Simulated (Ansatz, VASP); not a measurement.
Zr: VASP beside Ansatz

```
Zr
1.0
     0.00000    2.09669    2.09669
     2.09669    0.00000    2.09669
     2.09669    2.09669    0.00000
Zr
1
Direct
  0.00000 0.00000 0.00000
```

Alike in both runs: task single point; functional PBE; k mesh 8 × 8 × 8; occupations gaussian, width 0.1 eV; no spin polarisation.

|  | VASP | Ansatz |
| --- | --- | --- |
| version | VASP 6.6.1 | Ansatz 0.2.0 |
| potentials or method | VASP PAW PBE potentials, release 64 (Zr_sv), cutoff 520 eV | scalar-relativistic, plane waves, PAW |
| valence electrons in the cell | 12 | 12 |

Ansatz gave:

- gap on the k mesh at the Fermi level (eV): none
- pressure (GPa): 31.2

Task: Which values does VASP return?

Result: gap on the k mesh at the Fermi level (eV): none; pressure (GPa): 31.3.

A gap of «none» marks a metal or a gap that the smearing closes. Both programs put the cell under a high pressure, so it lies far from rest at this level.
